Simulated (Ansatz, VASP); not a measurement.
Cu in VASP and in Ansatz

```
Cu
1.0
     2.56801    0.00000    0.00000
    -1.28401    2.22396    0.00000
     0.00000    0.00000    4.36127
Cu
2
Direct
  0.33333 0.66667 0.25000
  0.66667 0.33333 0.75000
```

Alike in both runs: task single point; functional PBE; k mesh 24 × 24 × 12; no spin polarisation.

|  | VASP | Ansatz |
| --- | --- | --- |
| version | VASP 6.6.1 | Ansatz 0.2.0 |
| potentials or method | VASP PAW PBE potentials, release 64 (Cu), cutoff 520 eV | scalar-relativistic, plane waves, PAW |
| occupations | tetrahedron | tetrahedron-uncorrected |
| valence electrons in the cell | 22 | 38 |

|  | VASP | Ansatz | Ansatz less VASP |
| --- | --- | --- | --- |
| gap on the k mesh at the Fermi level (eV) | none | none | - |
| pressure (GPa) | -4.2 | -4.8 | -0.54 |
| traceless stress, the component that is largest in VASP (GPa) | -3.16 | -3.14 | +0.014 |

A gap of «none» marks a metal or a gap that the smearing closes. VASP's potentials hold 22 valence electrons a cell and Ansatz's 38, so a difference there can come from the potentials and not from the codes. Ansatz's warnings: band table not solved further.
